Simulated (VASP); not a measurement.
Crystal: RbBr.

```
Rb Br
1.0
     4.77109    0.00000    0.00000
    -2.38555    4.13189    0.00000
     0.00000    0.00000    8.41015
Rb Br
2 2
Cartesian
  0.0000 0.0000 0.0000
  0.0000 0.0000 4.2051
  0.0000 2.7546 2.1025
  2.3855 1.3773 6.3076
```

Base run:

```yaml
Program: VASP 6.6.1
Functional: LDA
Potentials_or_basis: VASP PAW LDA potentials, release 64 (Rb_sv, Br)
Cutoff: 520 eV
k_mesh: 6 × 6 × 4
Occupations: gaussian, width 0.01 eV
Spin: no spin polarisation
```

Its results: band gap on the k mesh 3.84 eV, direct; pressure -1.5 GPa.

Problem. The run is repeated on the same cell with these changes: functional from LDA to r2SCAN; potentials or basis from VASP PAW LDA potentials, release 64 (Rb_sv, Br) to VASP PAW PBE potentials, release 64 (Rb_sv, Br). What comes out?

Solution. Band gap on the k mesh 4.84 eV, direct; pressure 0.0 GPa.

Caveats: the PAW data sets were made with another functional, which shifts forces and pressure a little (some runs).

A k mesh can miss the band edges.
